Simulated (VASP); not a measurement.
# Tl (Im-3m) in VASP: further runs

The runs below take Tl through single point, with PBE.

Program: VASP 6.6.1. These are calculated values, not measurements. Logs are shortened: lines on timing, memory, paths and dates and some standing lists are left out, and cuts for length are marked.

### 1 The cell of the first run

Symmetry: Im-3m, No. 229, cubic system. The conventional cell has a = 3.938 Å, b = 3.938 Å, c = 3.938 Å, α = 90.00°, β = 90.00°, γ = 90.00°. Tl (site symmetry m-3m) has 14 Tl at 3.41 to 3.94 Å within 4.5 Å.

### 2 Single point, PBE (volume scaled by 1.02)

Input file INCAR:

```
SYSTEM = Tl
PREC = Accurate ; ENCUT = 520
EDIFF = 1E-6 ; ISMEAR = -1
SIGMA = 0.03 ; LREAL = .FALSE.
LASPH = .TRUE. ; NELM = 80
ALGO = Normal ; ISIF = 2
LWAVE = .FALSE. ; LCHARG = .FALSE.
GGA = PE ; NBANDS = 12
```

Input file KPOINTS:

```
regular mesh
0
G
  13 13 13
  0 0 0
```

Input file POSCAR:

```
Tl
1.0
   -1.9689491614      1.9689491614      1.9689491614
    1.9689491614     -1.9689491614      1.9689491614
    1.9689491614      1.9689491614     -1.9689491614
Tl
1
Direct
    0.0000000000      0.0000000000      0.0000000000
```

Potentials or basis: VASP PAW PBE potentials, release 64 (Tl_d).

The run is started by

```bash
> cat potpaw_PBE.64/Tl_d/POTCAR > POTCAR
> mpirun -np 1 vasp_std > vasp.out
```

OUTCAR:

```text
SYSTEM = Tl
   PREC = Accurate
   ENCUT = 520
   EDIFF = 1E-6
   ISMEAR = -1
   LREAL = .FALSE.
   LASPH = .TRUE.
   NELM = 80
   ISIF = 2
   GGA = PE

 ion  position               nearest neighbor table
   1  0.000  0.000  0.000-

  LATTYP: Found a body centered cubic cell.
 ALAT       =     3.9378983228

  Lattice vectors:

 A1 = (  -1.9689491614,   1.9689491614,   1.9689491614)
 A2 = (   1.9689491614,  -1.9689491614,   1.9689491614)
 A3 = (   1.9689491614,   1.9689491614,  -1.9689491614)

Analysis of symmetry for initial positions (statically):
=====================================================================
 Subroutine PRICEL returns:
 Original cell was already a primitive cell.

 Routine SETGRP: Setting up the symmetry group for a
 body centered cubic supercell.

 Subroutine GETGRP returns: Found 48 space group operations
[... 9 lines left out ...]

 Routine SETGRP: Setting up the symmetry group for a
 body centered cubic supercell.

 Subroutine GETGRP returns: Found 48 space group operations
[... 11 lines left out ...]
                                     Primitive cell

  volume of cell :      30.5326

  direct lattice vectors                    reciprocal lattice vectors
    -1.968949161  1.968949161  1.968949161     0.000000000  0.253942565  0.253942565
     1.968949161 -1.968949161  1.968949161     0.253942565  0.000000000  0.253942565
     1.968949161  1.968949161 -1.968949161     0.253942565  0.253942565  0.000000000

  length of vectors
     3.410319985  3.410319985  3.410319985     0.359129019  0.359129019  0.359129019

  position of ions in fractional coordinates (direct lattice)
     0.000000000  0.000000000  0.000000000

  ion indices of the primitive-cell ions
   primitive index   ion index
                 1           1

----------------------------------------------------------------------------------------

 KPOINTS: regular mesh

Automatic generation of k-mesh.
 Grid dimensions read from file:
 generate k-points for:   13   13   13

 Generating k-lattice:

  Cartesian coordinates                     Fractional coordinates (reciprocal lattice)
     0.000000000  0.019534043  0.019534043     0.076923077  0.000000000  0.000000000
     0.019534043  0.000000000  0.019534043     0.000000000  0.076923077  0.000000000
     0.019534043  0.019534043  0.000000000     0.000000000  0.000000000  0.076923077

  Length of vectors
     0.027625309  0.027625309  0.027625309

  Shift w.r.t. Gamma in fractional coordinates (k-lattice)
     0.000000000  0.000000000  0.000000000

 Subroutine IBZKPT returns following result:
 ===========================================

 Found     84 irreducible k-points:

 Following reciprocal coordinates:
            Coordinates               Weight
  0.000000  0.000000  0.000000      1.000000
  0.076923  0.000000  0.000000     12.000000
  0.153846  0.000000  0.000000     12.000000
  0.230769  0.000000  0.000000     12.000000
  0.307692  0.000000  0.000000     12.000000
  0.384615  0.000000  0.000000     12.000000
[... 16 lines left out ...]
  0.153846  0.076923  0.076923     24.000000
  0.230769  0.076923  0.076923     24.000000
 [... further k-points ...]
   k-points           NKPTS =     84   k-points in BZ     NKDIM =     84   number of bands    NBANDS=     12
   number of dos      NEDOS =    301   number of ions     NIONS =      1
   total plane-waves  NPLWV =  21952
   dimension x,y,z NGX =    28 NGY =   28 NGZ =   28
   dimension x,y,z NGXF=    56 NGYF=   56 NGZF=   56
   ions per type =               1
   NGX,Y,Z   is equivalent  to a cutoff of  13.65, 13.65, 13.65 a.u.
   NGXF,Y,Z  is equivalent  to a cutoff of  27.30, 27.30, 27.30 a.u.
 SYSTEM =  Tl
   PREC   = accura    normal or accurate (medium, high low for compatibility)
   ISTART =      0    job   : 0-new  1-cont  2-samecut
   ICHARG =      2    charge: 1-file 2-atom 10-const
   ISPIN  =      1    spin polarized calculation?
   LNONCOLLINEAR =      F non collinear calculations
   LSORBIT =      F    spin-orbit coupling
   LASPH  =      T    aspherical Exc in radial PAW
   ENCUT  =  520.0 eV  38.22 Ry    6.18 a.u.   6.34  6.34  6.34*2*pi/ulx,y,z
   NELM   =     80;   NELMIN=  2; NELMDL= -5     # of ELM steps
   EDIFF  = 0.1E-05   stopping-criterion for ELM
   LREAL  =      F    real-space projection
   EDIFFG = 0.1E-04   stopping-criterion for IOM
   NSW    =      0    number of steps for IOM
   IBRION =     -1    ionic relax: 0-MD 1-quasi-New 2-CG
   NFREE  =      0    steps in history (QN), initial steepest desc. (CG)
   ISIF   =      2    stress and relaxation
   ISYM   =      2    0-nonsym 1-usesym 2-fastsym
   POTIM  = 0.5000    time-step for ionic-motion
   TEBEG  =    0.0;   TEEND  =   0.0 temperature during run
   PSTRESS=    0.0 pullay stress
   NELECT =      13.0000    total number of electrons
   NUPDOWN=      -1.0000    fix difference up-down
   EMIN   =  10.00;   EMAX   =-10.00  energy-range for DOS
   EFERMI =   0.00;   METHOD = LEGACY
   ISMEAR =    -1;   SIGMA  =   0.03  broadening in eV -4-tet -1-fermi 0-gaus
   EFERMI_NEDOS =   21; number of points for ismear=-14 and -15
   IALGO  =     38    algorithm
   IMIX   =      4    mixing-type and parameters
     AMIX     =   0.40;   BMIX     =  1.00
     AMIX_MAG =   1.60;   BMIX_MAG =  1.00
  volume/ion in A,a.u.               =      30.53       206.04
  Fermi-wavevector in a.u.,A,eV,Ry     =   1.231596  2.327378 20.637693  1.516828
  Thomas-Fermi vector in A             =   2.366399
   LORBIT       =      0    0 simple, 1 ext, 2 COOP (PROOUT), +10 PAW based schemes
   GGA     = PE    functional components
   LHFCALC =     F    Hartree Fock is set to
   AEXX    =    0.0000 exact exchange contribution
   IVDW    =     0    specifies the selected vdW correction
   LEPSILON=     F    determine dielectric tensor
   LRPA    =     F    only Hartree local field effects (RPA)
 non-spin polarized calculation
  energy-cutoff  :      520.00
  volume of cell :       30.53
 maximum number of plane-waves:       837
 NGX is ok and might be reduce to    28
   NGX = 13   NGY = 13   NGZ = 13

 number of electron      13.0000002 magnetization

 Free energy of the ion-electron system (eV)
  ---------------------------------------------------
  ext. energy  EPLUGINS =         0.00000000
  ---------------------------------------------------
  free energy    TOTEN  =        -2.21689900 eV

  energy without entropy =       -2.21424314  energy(sigma->0) =       -2.21557107

 E-fermi :   5.8892     XC(G=0):  -9.8688

 val. band max:        5.8801387957   @ k =  -0.3077   0.4615   0.0769
 cond. band min:       5.9356978161   @ k =   0.2308   0.2308   0.2308
 fundamental gap:      0.0555590204
 Fermi energy:         5.8892123271

 k-point     1 :       0.0000    0.0000    0.0000
  band No.  band energies     occupation
      1      -5.6806      2.00000
      2      -5.6806      2.00000
      3      -5.6806      2.00000
      4      -5.3124      2.00000
      5      -5.3124      2.00000
      6      -3.7022      2.00000
      7      16.0650      0.00000
      8      16.0650      0.00000
      9      16.0650      0.00000
     10      18.0941      0.00000
     11      18.0941      0.00000
     12      18.0941      0.00000

 k-point     2 :       0.0769    0.0000    0.0000
  band No.  band energies     occupation
      1      -5.6896      2.00000
      2      -5.6737      2.00000
      3      -5.6482      2.00000
      4      -5.3222      2.00000
      5      -5.3127      2.00000
      6      -3.5759      2.00000
      7      14.7419      0.00000
      8      15.6092      0.00000
      9      15.8148      0.00000
     10      17.5506      0.00000
     11      17.9486      0.00000
     12      18.0355      0.00000

 k-point     3 :       0.1538    0.0000    0.0000
  band No.  band energies     occupation
      1      -5.7142      2.00000
      2      -5.6636      2.00000
      3      -5.5569      2.00000
      4      -5.3454      2.00000
      5      -5.3131      2.00000
      6      -3.1902      2.00000
      7      12.3049      0.00000
      8      14.6086      0.00000
      9      15.1377      0.00000
     10      16.8501      0.00000
     11      17.6335      0.00000
     12      18.2469      0.00000

 k-point     4 :       0.2308    0.0000    0.0000
  band No.  band energies     occupation
      1      -5.7487      2.00000
      2      -5.6733      2.00000
      3      -5.4244      2.00000
      4      -5.3634      2.00000
      5      -5.3134      2.00000
      6      -2.5376      2.00000
      7       9.7988      0.00000
      8      13.5202      0.00000
      9      14.3376      0.00000
     10      16.2898      0.00000
     11      17.3092      0.00000
     12      18.8526      0.00000

 k-point     5 :       0.3077    0.0000    0.0000
  band No.  band energies     occupation
      1      -5.7851      2.00000
      2      -5.7117      2.00000
      3      -5.3618      2.00000
      4      -5.3132      2.00000
      5      -5.2784      2.00000
      6      -1.6272      2.00000
      7       7.4448      0.00000
      8      12.5709      0.00000
      9      13.6414      0.00000
     10      15.8947      0.00000
     11      17.0473      0.00000
     12      19.7383      0.00000
[... 228 lines left out ...]
      1      -5.7862      2.00000
      2      -5.5352      2.00000
      3      -5.4481      2.00000
      4      -5.3048      2.00000
      5      -5.2457      2.00000
      6       1.4085      2.00000
      7       5.1982      2.00000
      8       6.2770      0.00000
      9      11.9881      0.00000
     10      18.7022      0.00000
     11      18.8750      0.00000
     12      20.0212      0.00000

 k-point    22 :       0.0769    0.0769    0.0769
  band No.  band energies     occupation
      1      -5.7013      2.00000
      2      -5.7013      2.00000
      3      -5.5005      2.00000
      4      -5.3311      2.00000
      5      -5.3311      2.00000
      6      -2.9268      2.00000
      7      11.4864      0.00000
      8      13.6406      0.00000
      9      13.6406      0.00000
     10      18.3246      0.00000
     11      18.3246      0.00000
     12      18.7648      0.00000

 k-point    23 :       0.1538    0.0769    0.0769
  band No.  band energies     occupation
      1      -5.7359      2.00000
      2      -5.6929      2.00000
      3      -5.4060      2.00000
      4      -5.3476      2.00000
      5      -5.3230      2.00000
      6      -2.2709      2.00000
      7       9.5266      0.00000
      8      12.1165      0.00000
      9      12.8110      0.00000
     10      18.4167      0.00000
     11      18.8909      0.00000
     12      19.1920      0.00000

 k-point    24 :       0.2308    0.0769    0.0769
  band No.  band energies     occupation
      1      -5.7698      2.00000
      2      -5.6997      2.00000
      3      -5.3561      2.00000
      4      -5.3169      2.00000
      5      -5.2979      2.00000
      6      -1.3699      2.00000
      7       7.4561      0.00000
      8      11.0241      0.00000
      9      12.1481      0.00000
     10      18.0629      0.00000
     11      18.7483      0.00000
     12      20.1206      0.00000

 [... further k-points ...]
[... 5 lines left out ...]
  --------------------------------------------------------------------------------------
  -------------------------------------------------------------------------------------
  Total        0.1448781      0.1448781      0.1448781      0.0000000     -0.0000000     -0.0000000
  in kB        7.6023866      7.6023866      7.6023866      0.0000000     -0.0000000     -0.0000000
  external PRESSURE =       7.6023866 kB  Pullay stress =       0.0000000 kB

 VOLUME and BASIS-vectors are now :
 -----------------------------------------------------------------------------
  energy-cutoff  :      520.00
  volume of cell :       30.53
      direct lattice vectors                 reciprocal lattice vectors
    -1.968949161  1.968949161  1.968949161     0.000000000  0.253942565  0.253942565
     1.968949161 -1.968949161  1.968949161     0.253942565  0.000000000  0.253942565
     1.968949161  1.968949161 -1.968949161     0.253942565  0.253942565  0.000000000

 POSITION                                       TOTAL-FORCE (eV/Angst)
 -----------------------------------------------------------------------------------
      0.00000      0.00000      0.00000        -0.000000      0.000000      0.000000
 -----------------------------------------------------------------------------------
    total drift:                                0.000000     -0.000000     -0.000000

  FREE ENERGIE OF THE ION-ELECTRON SYSTEM (eV)
  ---------------------------------------------------
  free  energy   TOTEN  =        -2.2168990038 eV

  energy  without entropy=       -2.2142431442  energy(sigma->0) =       -2.21557107
```

Wall time 23 s (1 thread of Intel Xeon Platinum 8488C (Sapphire Rapids), shared host); peak memory 0.17 GiB.

What came out:

```
Free energy : -2.2169 eV
Pressure    : 0.8 GPa
```

Caveat: spin-orbit coupling is left out, which moves the levels of the heavy elements.

### 3 Single point, PBE (volume scaled by 1.04)

Input file INCAR:

```
SYSTEM = Tl
PREC = Accurate
ENCUT = 520
EDIFF = 1E-6
ISMEAR = -1
SIGMA = 0.03
LREAL = .False.
LASPH = .True.
NELM = 100
ALGO = Normal
ISIF = 2
LWAVE = .False.
LCHARG = .False.
GGA = PE
NBANDS = 12
```

Input file KPOINTS:

```
regular mesh
0
Gamma
  13 13 13
  0 0 0
```

Input file POSCAR:

```
Tl
1.0
   -1.9817349039      1.9817349039      1.9817349039
    1.9817349039     -1.9817349039      1.9817349039
    1.9817349039      1.9817349039     -1.9817349039
Tl
1
Direct
    0.0000000000      0.0000000000      0.0000000000
```

Potentials or basis: VASP PAW PBE potentials, release 64 (Tl_d).

The run is started by

```bash
> cat potpaw_PBE.64/Tl_d/POTCAR > POTCAR
> mpirun -np 1 vasp_std > vasp.out
```

OUTCAR:

```text
SYSTEM = Tl
   PREC = Accurate
   ENCUT = 520
   EDIFF = 1E-6
   ISMEAR = -1
   LREAL = .False.
   LASPH = .True.
   NELM = 100
   ISIF = 2
   GGA = PE

 ion  position               nearest neighbor table
   1  0.000  0.000  0.000-

  LATTYP: Found a body centered cubic cell.
 ALAT       =     3.9634698078

  Lattice vectors:

 A1 = (  -1.9817349039,   1.9817349039,   1.9817349039)
 A2 = (   1.9817349039,  -1.9817349039,   1.9817349039)
 A3 = (   1.9817349039,   1.9817349039,  -1.9817349039)

Analysis of symmetry for initial positions (statically):
=====================================================================
 Subroutine PRICEL returns:
 Original cell was already a primitive cell.

 Routine SETGRP: Setting up the symmetry group for a
 body centered cubic supercell.

 Subroutine GETGRP returns: Found 48 space group operations
[... 9 lines left out ...]

 Routine SETGRP: Setting up the symmetry group for a
 body centered cubic supercell.

 Subroutine GETGRP returns: Found 48 space group operations
[... 11 lines left out ...]
                                     Primitive cell

  volume of cell :      31.1313

  direct lattice vectors                    reciprocal lattice vectors
    -1.981734904  1.981734904  1.981734904     0.000000000  0.252304180  0.252304180
     1.981734904 -1.981734904  1.981734904     0.252304180  0.000000000  0.252304180
     1.981734904  1.981734904 -1.981734904     0.252304180  0.252304180  0.000000000

  length of vectors
     3.432465541  3.432465541  3.432465541     0.356811993  0.356811993  0.356811993

  position of ions in fractional coordinates (direct lattice)
     0.000000000  0.000000000  0.000000000

  ion indices of the primitive-cell ions
   primitive index   ion index
                 1           1

----------------------------------------------------------------------------------------

 KPOINTS: regular mesh
[... 85 lines left out ...]
   IALGO  =     38    algorithm
   IMIX   =      4    mixing-type and parameters
     AMIX     =   0.40;   BMIX     =  1.00
     AMIX_MAG =   1.60;   BMIX_MAG =  1.00
  volume/ion in A,a.u.               =      31.13       210.08
  Fermi-wavevector in a.u.,A,eV,Ry     =   1.223650  2.312362 20.372252  1.497318
  Thomas-Fermi vector in A             =   2.358753
   LORBIT       =      0    0 simple, 1 ext, 2 COOP (PROOUT), +10 PAW based schemes
   GGA     = PE    functional components
   LHFCALC =     F    Hartree Fock is set to
   AEXX    =    0.0000 exact exchange contribution
   IVDW    =     0    specifies the selected vdW correction
   LEPSILON=     F    determine dielectric tensor
   LRPA    =     F    only Hartree local field effects (RPA)
 non-spin polarized calculation
  energy-cutoff  :      520.00
  volume of cell :       31.13
 maximum number of plane-waves:       887
 NGX is ok and might be reduce to    28
   NGX = 13   NGY = 13   NGZ = 13

 number of electron      12.9999999 magnetization

 Free energy of the ion-electron system (eV)
  ---------------------------------------------------
  ext. energy  EPLUGINS =         0.00000000
  ---------------------------------------------------
  free energy    TOTEN  =        -2.21899892 eV

  energy without entropy =       -2.21633815  energy(sigma->0) =       -2.21766853

 E-fermi :   5.7065     XC(G=0):  -9.7743

 val. band max:        5.7056514927   @ k =  -0.3846  -0.4615   0.2308
 cond. band min:       5.7639792945   @ k =   0.2308   0.2308   0.2308
 fundamental gap:      0.0583278018
 Fermi energy:         5.7065377713

 k-point     1 :       0.0000    0.0000    0.0000
  band No.  band energies     occupation
      1      -5.8463      2.00000
      2      -5.8463      2.00000
      3      -5.8463      2.00000
      4      -5.4953      2.00000
      5      -5.4953      2.00000
      6      -3.7695      2.00000
      7      15.6802      0.00000
      8      15.6802      0.00000
      9      15.6802      0.00000
     10      17.8551      0.00000
     11      17.8551      0.00000
     12      17.8551      0.00000
[... 331 lines left out ...]
 k-point    24 :       0.2308    0.0769    0.0769
  band No.  band energies     occupation
      1      -5.9302      2.00000
      2      -5.8613      2.00000
      3      -5.5367      2.00000
      4      -5.4997      2.00000
      5      -5.4795      2.00000
      6      -1.4896      2.00000
      7       7.2263      0.00000
      8      10.7626      0.00000
      9      11.8866      0.00000
     10      17.7060      0.00000
     11      18.4406      0.00000
     12      19.7729      0.00000

 [... further k-points ...]
[... 5 lines left out ...]
  --------------------------------------------------------------------------------------
  -------------------------------------------------------------------------------------
  Total        0.0407505      0.0407505      0.0407505      0.0000000      0.0000000     -0.0000000
  in kB        2.0972353      2.0972353      2.0972353      0.0000000      0.0000000     -0.0000000
  external PRESSURE =       2.0972353 kB  Pullay stress =       0.0000000 kB

 VOLUME and BASIS-vectors are now :
 -----------------------------------------------------------------------------
  energy-cutoff  :      520.00
  volume of cell :       31.13
      direct lattice vectors                 reciprocal lattice vectors
    -1.981734904  1.981734904  1.981734904     0.000000000  0.252304180  0.252304180
     1.981734904 -1.981734904  1.981734904     0.252304180  0.000000000  0.252304180
     1.981734904  1.981734904 -1.981734904     0.252304180  0.252304180  0.000000000

 POSITION                                       TOTAL-FORCE (eV/Angst)
 -----------------------------------------------------------------------------------
      0.00000      0.00000      0.00000         0.000000      0.000000      0.000000
 -----------------------------------------------------------------------------------
    total drift:                               -0.000000     -0.000000     -0.000000

  FREE ENERGIE OF THE ION-ELECTRON SYSTEM (eV)
  ---------------------------------------------------
  free  energy   TOTEN  =        -2.2189989160 eV

  energy  without entropy=       -2.2163381457  energy(sigma->0) =       -2.21766853
```

Run time: 20 s. Hardware: 1 thread of Intel Xeon Platinum 8488C (Sapphire Rapids), shared host; peak memory 0.17 GiB.

What came out:

```yaml
Free_energy: -2.2190 eV
Pressure: 0.2 GPa
```

Caveat: spin-orbit coupling is left out, which moves the levels of the heavy elements.
